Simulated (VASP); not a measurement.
# MoS (Pm-3m) in VASP: further runs

Runs on MoS. Level: PBEsol+U. Tasks: single point.

Program: VASP 6.6.1. These are calculated values, not measurements. Logs are shortened: lines on timing, memory, paths and dates and some standing lists are left out, and cuts for length are marked.

## (1) The cell of the first run

It takes space group Pm-3m (No. 221, cubic). The conventional cell has a = 2.971 Å, b = 2.971 Å, c = 2.971 Å, α = 90.00°, β = 90.00°, γ = 90.00°. Within 3.4 Å of Mo (site symmetry m-3m) lie 8 S at 2.57 Å and 6 Mo at 2.97 Å. Within 3.4 Å of S (site symmetry m-3m) lie 8 Mo at 2.57 Å and 6 S at 2.97 Å.

## (2) Single point, PBEsol+U, collinear spin

INCAR reads:

```
SYSTEM = MoS
  PREC = Accurate
  ENCUT = 520
  EDIFF = 1E-7
  ISMEAR = 0
  SIGMA = 0.05
  LREAL = .False.
  LASPH = .True.
  NELM = 150
  ALGO = Normal
  ISIF = 2
  LWAVE = .False.
  LCHARG = .False.
  ISPIN = 2
  MAGMOM = 3.5 0
  LORBIT = 11
  LMAXMIX = 4
  LDAU = .True.
  LDAUTYPE = 2
  LDAUL = 2 -1
  LDAUU = 2 0
  LDAUJ = 0 0
  LDAUPRINT = 1
  GGA = PS
  NBANDS = 21
```

KPOINTS reads:

```
Automatic mesh
0
Gamma
  14 14 14
  0 0 0
```

POSCAR reads:

```
MoS
1.0
    2.9706444822      0.0000000000      0.0000000000
    0.0000000000      2.9706444822      0.0000000000
    0.0000000000      0.0000000000      2.9706444822
Mo S
1 1
Direct
    0.0000000000      0.0000000000      0.0000000000
    0.5000000000      0.5000000000      0.5000000000
```

Potentials or basis: VASP PAW PBE potentials, release 64 (Mo_sv, S).

Launch:

```
$ cat potpaw_PBE.64/Mo_sv/POTCAR potpaw_PBE.64/S/POTCAR > POTCAR
$ mpirun -np 1 vasp_std > vasp.out
```

OUTCAR:

```text
SYSTEM = MoS
   PREC = Accurate
   ENCUT = 520
   EDIFF = 1E-7
   ISMEAR = 0
   LREAL = .False.
   LASPH = .True.
   NELM = 150
   ISIF = 2
   ISPIN = 2
   LORBIT = 11
   GGA = PS

 ion  position               nearest neighbor table
   1  0.000  0.000  0.000-   2 2.57   2 2.57   2 2.57   2 2.57   2 2.57   2 2.57   2 2.57   2 2.57

   2  0.500  0.500  0.500-   1 2.57   1 2.57   1 2.57   1 2.57   1 2.57   1 2.57   1 2.57   1 2.57

  LATTYP: Found a simple cubic cell.
 ALAT       =     2.9706444822

  Lattice vectors:

 A1 = (   2.9706444822,   0.0000000000,   0.0000000000)
 A2 = (   0.0000000000,   2.9706444822,   0.0000000000)
 A3 = (   0.0000000000,   0.0000000000,   2.9706444822)

Analysis of symmetry for initial positions (statically):
=====================================================================
 Subroutine PRICEL returns:
 Original cell was already a primitive cell.

 Routine SETGRP: Setting up the symmetry group for a
 simple cubic supercell.

 Subroutine GETGRP returns: Found 48 space group operations
 (whereof 48 operations were pure point group operations)
 out of a pool of 48 trial point group operations.

The static configuration has the point symmetry O_h .

Analysis of symmetry for dynamics (positions and initial velocities):
=====================================================================
 Subroutine PRICEL returns:
 Original cell was already a primitive cell.

 Routine SETGRP: Setting up the symmetry group for a
 simple cubic supercell.

 Subroutine GETGRP returns: Found 48 space group operations
 (whereof 48 operations were pure point group operations)
 out of a pool of 48 trial point group operations.

The dynamic configuration has the point symmetry O_h .

Analysis of structural, dynamic, and magnetic symmetry:
=====================================================================
 Subroutine PRICEL returns:
 Original cell was already a primitive cell.

 Routine SETGRP: Setting up the symmetry group for a
 simple cubic supercell.

 Subroutine GETGRP returns: Found 48 space group operations
 (whereof 48 operations were pure point group operations)
 out of a pool of 48 trial point group operations.

The overall configuration has the point symmetry O_h .

 Subroutine INISYM returns: Found 48 space group operations
 (whereof 48 operations are pure point group operations),
 and found     1 'primitive' translations

----------------------------------------------------------------------------------------

                                     Primitive cell

  volume of cell :      26.2151

  direct lattice vectors                    reciprocal lattice vectors
     2.970644482  0.000000000  0.000000000     0.336627289  0.000000000  0.000000000
     0.000000000  2.970644482  0.000000000     0.000000000  0.336627289  0.000000000
     0.000000000  0.000000000  2.970644482     0.000000000  0.000000000  0.336627289

  length of vectors
     2.970644482  2.970644482  2.970644482     0.336627289  0.336627289  0.336627289

  position of ions in fractional coordinates (direct lattice)
     0.000000000  0.000000000  0.000000000
     0.500000000  0.500000000  0.500000000

  ion indices of the primitive-cell ions
   primitive index   ion index
                 1           1
                 2           2

----------------------------------------------------------------------------------------

 KPOINTS: Automatic mesh

Automatic generation of k-mesh.
 Grid dimensions read from file:
 generate k-points for:   14   14   14

[... 60 lines left out ...]
   LASPH  =      T    aspherical Exc in radial PAW
   ENCUT  =  520.0 eV  38.22 Ry    6.18 a.u.   5.52  5.52  5.52*2*pi/ulx,y,z
   NELM   =    150;   NELMIN=  2; NELMDL= -5     # of ELM steps
   EDIFF  = 0.1E-06   stopping-criterion for ELM
   LREAL  =      F    real-space projection
   EDIFFG = 0.1E-05   stopping-criterion for IOM
   NSW    =      0    number of steps for IOM
   IBRION =     -1    ionic relax: 0-MD 1-quasi-New 2-CG
   NFREE  =      0    steps in history (QN), initial steepest desc. (CG)
   ISIF   =      2    stress and relaxation
   ISYM   =      2    0-nonsym 1-usesym 2-fastsym
   POTIM  = 0.5000    time-step for ionic-motion
   TEBEG  =    0.0;   TEEND  =   0.0 temperature during run
   PSTRESS=    0.0 pullay stress
   NELECT =      20.0000    total number of electrons
   NUPDOWN=      -1.0000    fix difference up-down
   EMIN   =  10.00;   EMAX   =-10.00  energy-range for DOS
   EFERMI =   0.00;   METHOD = LEGACY
   ISMEAR =     0;   SIGMA  =   0.05  broadening in eV -4-tet -1-fermi 0-gaus
   EFERMI_NEDOS =   21; number of points for ismear=-14 and -15
   IALGO  =     38    algorithm
   IMIX   =      4    mixing-type and parameters
     AMIX     =   0.40;   BMIX     =  1.00
     AMIX_MAG =   1.60;   BMIX_MAG =  1.00
  volume/ion in A,a.u.               =      13.11        88.45
  Fermi-wavevector in a.u.,A,eV,Ry     =   1.495894  2.826830 30.445741  2.237699
  Thomas-Fermi vector in A             =   2.607980
   LORBIT       =     11    0 simple, 1 ext, 2 COOP (PROOUT), +10 PAW based schemes
 LDA+U is selected, type is set to LDAUTYPE =  2
   angular momentum for each species LDAUL =     2   -1
   U (eV)           for each species LDAUU =   2.0  0.0
   J (eV)           for each species LDAUJ =   0.0  0.0
   GGA     = PS    functional components
   LHFCALC =     F    Hartree Fock is set to
   AEXX    =    0.0000 exact exchange contribution
   IVDW    =     0    specifies the selected vdW correction
   LEPSILON=     F    determine dielectric tensor
   LRPA    =     F    only Hartree local field effects (RPA)
 spin polarized calculation
 Gauss-broadening in eV      SIGMA  =   0.05
  energy-cutoff  :      520.00
  volume of cell :       26.22
 maximum number of plane-waves:       739
 NGX is ok and might be reduce to    24
   NGX = 11   NGY = 11   NGZ = 11

 number of electron      20.0000001 magnetization       0.0088689

atom =   1  type =  1  l = 2

 onsite density matrix

spin component  1

  0.3799  0.0000 -0.0000 -0.0000 -0.0000
  0.0000  0.3799  0.0000 -0.0000 -0.0000
 -0.0000  0.0000  0.4606 -0.0000  0.0000
 -0.0000 -0.0000 -0.0000  0.3799  0.0000
 -0.0000 -0.0000  0.0000  0.0000  0.4606

spin component  2

  0.3799  0.0000 -0.0000 -0.0000 -0.0000
  0.0000  0.3799  0.0000 -0.0000 -0.0000
 -0.0000  0.0000  0.4606 -0.0000  0.0000
 -0.0000 -0.0000 -0.0000  0.3799  0.0000
 -0.0000 -0.0000  0.0000  0.0000  0.4606

 occupancies and eigenvectors

  o =  0.3799  v =  0.0000 -0.9999  0.0000 -0.0143 -0.0000  0.0000  0.0000  0.0000  0.0000  0.0000      0.0000  0.0000  0.0000  0.0000  0.0000  0.0000  0.0000  0.0000  0.0000  0.0000
  o =  0.3799  v =  1.0000  0.0000  0.0000  0.0000  0.0000  0.0000  0.0000  0.0000  0.0000  0.0000      0.0000  0.0000  0.0000  0.0000  0.0000  0.0000  0.0000  0.0000  0.0000  0.0000
  o =  0.3799  v =  0.0000 -0.0143  0.0000  0.9999 -0.0000  0.0000  0.0000  0.0000  0.0000  0.0000      0.0000  0.0000  0.0000  0.0000  0.0000  0.0000  0.0000  0.0000  0.0000  0.0000
  o =  0.3799  v =  0.0000  0.0000  0.0000  0.0000  0.0000  0.0000 -0.9992 -0.0000  0.0391 -0.0000      0.0000  0.0000  0.0000  0.0000  0.0000  0.0000  0.0000  0.0000  0.0000  0.0000
  o =  0.3799  v =  0.0000  0.0000  0.0000  0.0000  0.0000  1.0000  0.0000  0.0000  0.0000  0.0000      0.0000  0.0000  0.0000  0.0000  0.0000  0.0000  0.0000  0.0000  0.0000  0.0000
  o =  0.3799  v =  0.0000  0.0000  0.0000  0.0000  0.0000  0.0000 -0.0391  0.0000 -0.9992 -0.0000      0.0000  0.0000  0.0000  0.0000  0.0000  0.0000  0.0000  0.0000  0.0000  0.0000
  o =  0.4606  v =  0.0000  0.0000  0.0000  0.0000  0.0000  0.0000 -0.0000  0.9165  0.0000 -0.4000      0.0000  0.0000  0.0000  0.0000  0.0000  0.0000  0.0000  0.0000  0.0000  0.0000
  o =  0.4606  v =  0.0000  0.0000  0.0000  0.0000  0.0000  0.0000 -0.0000  0.4000  0.0000  0.9165      0.0000  0.0000  0.0000  0.0000  0.0000  0.0000  0.0000  0.0000  0.0000  0.0000
  o =  0.4606  v =  0.0000 -0.0000  0.9998 -0.0000  0.0213  0.0000  0.0000  0.0000  0.0000  0.0000      0.0000  0.0000  0.0000  0.0000  0.0000  0.0000  0.0000  0.0000  0.0000  0.0000
  o =  0.4606  v =  0.0000  0.0000  0.0213 -0.0000 -0.9998  0.0000  0.0000  0.0000  0.0000  0.0000      0.0000  0.0000  0.0000  0.0000  0.0000  0.0000  0.0000  0.0000  0.0000  0.0000

 number of electron      20.0000001 magnetization      -0.0000678

 Free energy of the ion-electron system (eV)
  ---------------------------------------------------
  ext. energy  EPLUGINS =         0.00000000
  ---------------------------------------------------
  free energy    TOTEN  =       -14.38864102 eV

  energy without entropy =      -14.38696037  energy(sigma->0) =      -14.38780069

 E-fermi :  13.6183     XC(G=0): -13.3847

 val. band max:       13.5955493293   @ k =   0.4286   0.4286   0.2143
 cond. band min:      13.6197657358   @ k =   0.5000   0.2857   0.2857
 fundamental gap:      0.0242164065
 Fermi energy:        13.6182974320

 spin component 1

 k-point     1 :       0.0000    0.0000    0.0000
  band No.  band energies     occupation
      1     -47.7116      1.00000
      2     -21.6504      1.00000
      3     -21.6504      1.00000
      4     -21.6504      1.00000
      5      -3.5388      1.00000
      6       9.1301      1.00000
[... 1145 lines left out ...]
     20      29.7722      0.00000
     21      34.7436      0.00000

 [... further k-points ...]
[... 5 lines left out ...]
  --------------------------------------------------------------------------------------
  -------------------------------------------------------------------------------------
  Total        0.3992298      0.3992298      0.3992298     -0.0000000     -0.0000000     -0.0000000
  in kB       24.3995315     24.3995315     24.3995315     -0.0000000     -0.0000000     -0.0000000
  external PRESSURE =      24.3995315 kB  Pullay stress =       0.0000000 kB

 VOLUME and BASIS-vectors are now :
 -----------------------------------------------------------------------------
  energy-cutoff  :      520.00
  volume of cell :       26.22
      direct lattice vectors                 reciprocal lattice vectors
     2.970644482  0.000000000  0.000000000     0.336627289  0.000000000  0.000000000
     0.000000000  2.970644482  0.000000000     0.000000000  0.336627289  0.000000000
     0.000000000  0.000000000  2.970644482     0.000000000  0.000000000  0.336627289

 POSITION                                       TOTAL-FORCE (eV/Angst)
 -----------------------------------------------------------------------------------
      0.00000      0.00000      0.00000         0.000000      0.000000      0.000000
      1.48532      1.48532      1.48532         0.000000      0.000000      0.000000
 -----------------------------------------------------------------------------------
    total drift:                                0.000000      0.000000      0.000000

  FREE ENERGIE OF THE ION-ELECTRON SYSTEM (eV)
  ---------------------------------------------------
  free  energy   TOTEN  =       -14.3886410175 eV

  energy  without entropy=      -14.3869603662  energy(sigma->0) =      -14.38780069

 total charge

# of ion       s       p       d       tot
------------------------------------------
    1        2.264   6.168   4.066  12.499
    2        1.322   2.311   0.000   3.634
--------------------------------------------------
tot          3.586   8.480   4.066  16.133

 magnetization (x)

# of ion       s       p       d       tot
------------------------------------------
    1       -0.000  -0.000  -0.000  -0.000
    2       -0.000   0.000   0.000   0.000
--------------------------------------------------
tot         -0.000   0.000  -0.000  -0.000
```

It took 2.5 min on 1 thread of Intel Xeon 8259CL, shared host; peak memory 0.22 GiB.

Results:

| Quantity | Value |
| --- | --- |
| Free energy | -14.3886 eV |
| Pressure | 2.4 GPa |
| Band gap on the k mesh | zero (filled and empty bands overlap) |
| Net moment | 0.00 μB per cell |
| Valence electrons inside the program's atomic spheres | Mo 12.50; S 3.63 |

Eigenvalues of the final occupation matrices:
| site | spin | trace | eigenvalues |
| --- | --- | --- | --- |
| site 1 d | 1 | 2.06 | 0.38 0.38 0.38 0.46 0.46 |
| site 1 d | 2 | 2.06 | 0.38 0.38 0.38 0.46 0.46 |

Caveat: the PAW data sets were made with another functional, which shifts forces and pressure a little.

## (3) Single point, PBEsol+U, collinear spin

INCAR reads:

```
PREC = Accurate
ENCUT = 520
EDIFF = 1E-6
ISMEAR = 0
SIGMA = 0.05
LREAL = F
LASPH = T
NELM = 150
ALGO = Normal
ISIF = 2
LWAVE = F
LCHARG = F
ISPIN = 2
MAGMOM = 3.5 0
LORBIT = 11
LMAXMIX = 4
LDAU = T
LDAUTYPE = 2
LDAUL = 2 -1
LDAUU = 4 0
LDAUJ = 0 0
LDAUPRINT = 1
GGA = PS
NBANDS = 21
```

KPOINTS reads:

```
regular mesh
0
Gamma
  14 14 14
```

POSCAR is that of step 2.

Potentials or basis: VASP PAW PBE potentials, release 64 (Mo_sv, S).

Launch:

```
$ cat potpaw_PBE.64/Mo_sv/POTCAR potpaw_PBE.64/S/POTCAR > POTCAR
$ mpirun -np 1 vasp_std > vasp.out
```

OUTCAR:

```text
PREC = Accurate
   ENCUT = 520
   EDIFF = 1E-6
   ISMEAR = 0
   LREAL = F
   LASPH = T
   NELM = 150
   ISIF = 2
   ISPIN = 2
   LORBIT = 11
   GGA = PS

 ion  position               nearest neighbor table
   1  0.000  0.000  0.000-   2 2.57   2 2.57   2 2.57   2 2.57   2 2.57   2 2.57   2 2.57   2 2.57

   2  0.500  0.500  0.500-   1 2.57   1 2.57   1 2.57   1 2.57   1 2.57   1 2.57   1 2.57   1 2.57

  LATTYP: Found a simple cubic cell.
 ALAT       =     2.9706444822

  Lattice vectors:

[... 1405 lines left out ...]
  external PRESSURE =      55.0165741 kB  Pullay stress =       0.0000000 kB

 VOLUME and BASIS-vectors are now :
 -----------------------------------------------------------------------------
  energy-cutoff  :      520.00
  volume of cell :       26.22
      direct lattice vectors                 reciprocal lattice vectors
     2.970644482  0.000000000  0.000000000     0.336627289  0.000000000  0.000000000
     0.000000000  2.970644482  0.000000000     0.000000000  0.336627289  0.000000000
     0.000000000  0.000000000  2.970644482     0.000000000  0.000000000  0.336627289

 POSITION                                       TOTAL-FORCE (eV/Angst)
 -----------------------------------------------------------------------------------
      0.00000      0.00000      0.00000         0.000000      0.000000      0.000000
      1.48532      1.48532      1.48532         0.000000      0.000000      0.000000
 -----------------------------------------------------------------------------------
    total drift:                                0.000000      0.000000      0.000000

  FREE ENERGIE OF THE ION-ELECTRON SYSTEM (eV)
  ---------------------------------------------------
  free  energy   TOTEN  =       -11.9937865448 eV

  energy  without entropy=      -11.9921522695  energy(sigma->0) =      -11.99296941

 total charge

# of ion       s       p       d       tot
------------------------------------------
    1        2.267   6.174   4.020  12.461
    2        1.321   2.328   0.000   3.648
--------------------------------------------------
tot          3.588   8.501   4.020  16.109

 magnetization (x)

# of ion       s       p       d       tot
------------------------------------------
    1        0.002   0.006   0.245   0.254
    2        0.005  -0.031   0.000  -0.027
--------------------------------------------------
tot          0.007  -0.025   0.245   0.227
```

It took 5.4 min on 1 thread of Intel Xeon 8259CL, shared host; peak memory 0.23 GiB.

What came out:

```yaml
Free_energy: -11.9938 eV
Pressure: 5.5 GPa
Net_moment: 0.26 μB per cell
Site_moments: Mo +0.25; S -0.03 μB
Valence_electrons_inside_the_program's_atomic_spheres: Mo 12.46; S 3.65
```

Eigenvalues of the final occupation matrices:
```
    site  spin  trace               eigenvalues
site 1 d     1   2.16  0.40 0.40 0.40 0.48 0.48
site 1 d     2   1.91  0.32 0.32 0.32 0.48 0.48
```

Caveat: the cell stands under pressure; the PAW data sets were made with another functional, which shifts forces and pressure a little.

## (4) Single point, PBEsol+U, collinear spin

INCAR reads:

```
SYSTEM = MoS
PREC = Accurate
ENCUT = 520
EDIFF = 1E-6
ISMEAR = 0
SIGMA = 0.05
LREAL = .FALSE.
LASPH = .TRUE.
NELM = 150
ALGO = Normal
ISIF = 2
LWAVE = .FALSE.
LCHARG = .FALSE.
ISPIN = 2
MAGMOM = 3.5 0
LORBIT = 11
LMAXMIX = 4
LDAU = .TRUE.
LDAUTYPE = 2
LDAUL = 2 -1
LDAUU = 6 0
LDAUJ = 0 0
LDAUPRINT = 1
GGA = PS
NBANDS = 21
```

KPOINTS reads:

```
regular mesh
0
G
  14 14 14
  0 0 0
```

POSCAR is that of step 3.

Launch:

```
$ cat potpaw_PBE.64/Mo_sv/POTCAR potpaw_PBE.64/S/POTCAR > POTCAR
$ mpirun -np 1 vasp_std > vasp.out
```

It took 2.3 min on 1 thread of Intel Xeon 8259CL, shared host; peak memory 0.23 GiB.

Results (log left out):

| Quantity | Value |
| --- | --- |
| Free energy | -9.8324 eV |
| Pressure | 22.2 GPa |
| Net moment | 1.55 μB per cell |
| Site moments | Mo +1.59; S -0.18 μB |
| Valence electrons inside the program's atomic spheres | Mo 12.48; S 3.70 |

Levels at points of the mesh, in eV from the Fermi level:
Spin up:
| k point | band 7 | band 8 | band 9 | band 10 | band 11 | band 12 | band 13 | band 14 | band 15 | band 16 |
| --- | --- | --- | --- | --- | --- | --- | --- | --- | --- | --- |
| (0.00, 0.00, 0.00) | -5.18 | -2.78 | -2.78 | -2.78 | -1.11 | -1.11 | -1.11 | 4.06 | 8.97 | 8.97 |
| (0.50, 0.00, 0.00) | -5.52 | -5.52 | -3.96 | -0.63 | 1.61 | 3.30 | 3.30 | 4.02 | 6.03 | 8.00 |
| (0.50, 0.50, 0.00) | -7.18 | -4.52 | -3.04 | -3.04 | -1.42 | -0.92 | 2.07 | 5.11 | 10.40 | 10.92 |
| (0.50, 0.50, 0.50) | -9.60 | -9.60 | 2.21 | 2.21 | 2.54 | 2.54 | 2.54 | 3.83 | 3.83 | 3.83 |
Spin down:
```csv
k point,band 7,band 8,band 9,band 10,band 11,band 12
"(0.00, 0.00, 0.00)",-4.36,-2.78,-2.78,-2.78,2.90,2.90
"(0.50, 0.00, 0.00)",-3.86,-3.86,-3.01,2.55,3.60,4.14
"(0.50, 0.50, 0.00)",-7.11,-3.72,-1.50,0.48,0.48,1.93
"(0.50, 0.50, 0.50)",-8.28,-8.28,2.94,2.94,2.94,3.35
```

Eigenvalues of the final occupation matrices:
```tsv
site	spin	trace	eigenvalues
site 1 d	1	2.83	0.48 0.48 0.62 0.62 0.62
site 1 d	2	1.27	0.14 0.14 0.14 0.42 0.42
```

Caveat: the cell stands under pressure; the PAW data sets were made with another functional, which shifts forces and pressure a little.

## (5) Summary

```tsv
U	gap on the mesh (eV)	pressure (GPa)	moment (μB)
Mo d U = 2.0 eV	none	2.4	0.00
Mo d U = 4.0 eV	none	5.5	0.26
Mo d U = 6.0 eV	none	22.2	1.55
```

Alike in all rows: task single point; level PBEsol+U; potentials or basis VASP PAW PBE potentials, release 64 (Mo_sv, S); spin collinear; cell as given; k mesh 14 × 14 × 14; cutoff (eV) 520; smearing gaussian 0.05 eV.

Caveats: the PAW data sets were made with another functional, which shifts forces and pressure a little; the cell stands under pressure (at least some runs).

Total energies depend on the potentials used, so only differences within one code and one set of settings carry meaning.
